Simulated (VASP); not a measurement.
Wanted: the native input for a VASP 6.6.1 run.

```
Task                   : single point
Functional             : b88 exchange, pbe correlation
Potentials or basis    : VASP PAW PBE potentials, release 64 (Ga_d, N)
Cutoff                 : 600 eV
k mesh                 : 10 × 10 × 5
Occupations            : fermi-dirac, width 0.05 eV
Spin                   : no spin polarisation
Dipole correction      : no
Further INCAR settings : ALGO = Normal; EDIFF = 1e-06; NBANDS = 26
```

The structure of GaN lies in POSCAR:

```
GaN
1.0
    3.2010602164      0.0000000000      0.0000000000
   -1.6005301082      2.7721994664      0.0000000000
    0.0000000000      0.0000000000      5.2002129176
Ga N
2 2
Direct
    0.6666666667      0.3333333333      0.5000000000
    0.3333333333      0.6666666667      0.0000000000
    0.6666666667      0.3333333333      0.8750000000
    0.3333333333      0.6666666667      0.3750000000
```

These files were run (other wordings do the same):

INCAR

```
  ALGO = Normal
  EDIFF = 1E-6
  ENCUT = 600
  GGA = LIBXC
  GGA_COMPAT = F
  ISIF = 2
  ISMEAR = -1
  LASPH = T
  LCHARG = F
  LIBXC1 = GGA_X_B88
  LIBXC2 = GGA_C_PBE
  LREAL = F
  LWAVE = F
  NBANDS = 26
  NELM = 120
  PREC = Accurate
  SIGMA = 0.05
```

KPOINTS

```
k-points
0
Gamma
  10 10 5
```

Potentials or basis: VASP PAW PBE potentials, release 64 (Ga_d, N).

The run is started by

```console
$ cat potpaw_PBE.64/Ga_d/POTCAR potpaw_PBE.64/N/POTCAR > POTCAR
$ mpirun -np 1 vasp_std > vasp.out
```

It gave:

```json
{
 "Pressure": "3.0 GPa",
 "Largest force": "0.129 eV/Å",
 "Band gap on the k mesh": "1.84 eV"
}
```

Caveat: the PAW data sets were made with another functional, which shifts forces and pressure a little.

Run time: 74 s on 1 thread of Intel(R) Xeon(R) 6975P-C (Granite Rapids), with other jobs on the host, peak memory 0.2 GiB.
